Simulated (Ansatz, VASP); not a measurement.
**MgSI: VASP beside Ansatz**

Contents of INCAR:

```
  ALGO = Normal
  EDIFF = 1E-6
  ENCUT = 520
  GGA = PE
  ISIF = 2
  ISMEAR = 0
  LASPH = T
  LCHARG = F
  LREAL = F
  LWAVE = F
  NBANDS = 14
  NELM = 80
  PREC = Accurate
  SIGMA = 0.1
```

File KPOINTS:

```
k-points
0
Gamma
  6 6 4
```

POSCAR

```
MgSI
1.0
    4.7692229300      0.0000000000      0.0000000000
   -2.3846114600      4.1302682100      0.0000000000
    0.0000000000      0.0000000000      4.8063261500
Mg S I
1 1 1
Direct
    0.3333333300      0.6666666700      0.5000000000
    0.6666666700      0.3333333300      0.5000000000
    0.0000000000      0.0000000000      0.0000000000
```

Input for Ansatz:

```yaml
crystal:
  lattice:
    - [4.76922293, 0.0, 0.0]
    - [-2.38461146, 4.13026821, 0.0]
    - [0.0, 0.0, 4.80632615]
  atoms:
    - { symbol: Mg, position: [0.33333333, 0.66666667, 0.5] }
    - { symbol: S, position: [0.66666667, 0.33333333, 0.5] }
    - { symbol: I, position: [0.0, 0.0, 0.0] }
basis:
  ecutwfc: 420
kpoints:
  mp_grid: { grid: [6, 6, 4] }
hamiltonian:
  xc: pbe
scf:
  occupations: { method: gaussian, width: 0.1 }
  lower_state_search: "off"
output:
  forces: true
  stress: true
  eigenvalues: true
```

Change from the starting cell: species swapped into the NdAlSi type (P-6m2, No. 187).

Alike in both runs: task single point; functional PBE; k mesh 6 × 6 × 4; occupations gaussian, width 0.1 eV; no spin polarisation.

|  | VASP | Ansatz |
| --- | --- | --- |
| version | VASP 6.6.1 | Ansatz 0.2.0 |
| potentials or method | VASP PAW PBE potentials, release 64 (Mg, S, I), cutoff 520 eV | scalar-relativistic, plane waves, PAW |
| valence electrons in the cell | 15 | 33 |

|  | VASP | Ansatz | Ansatz less VASP |
| --- | --- | --- | --- |
| gap on the k mesh at the Fermi level (eV) | none | none | - |
| pressure (GPa) | -5.6 | -5.6 | +0.07 |
| traceless stress, the component that is largest in VASP (GPa) | 5.17 | 5.15 | -0.026 |

A gap of «none» marks a metal or a gap that the smearing closes. With one functional, cell and mesh, what is left measures potentials, basis and numerics. VASP's potentials hold 15 valence electrons a cell and Ansatz's 33, so a difference there can come from the potentials and not from the codes.

Spin-orbit coupling is off throughout.
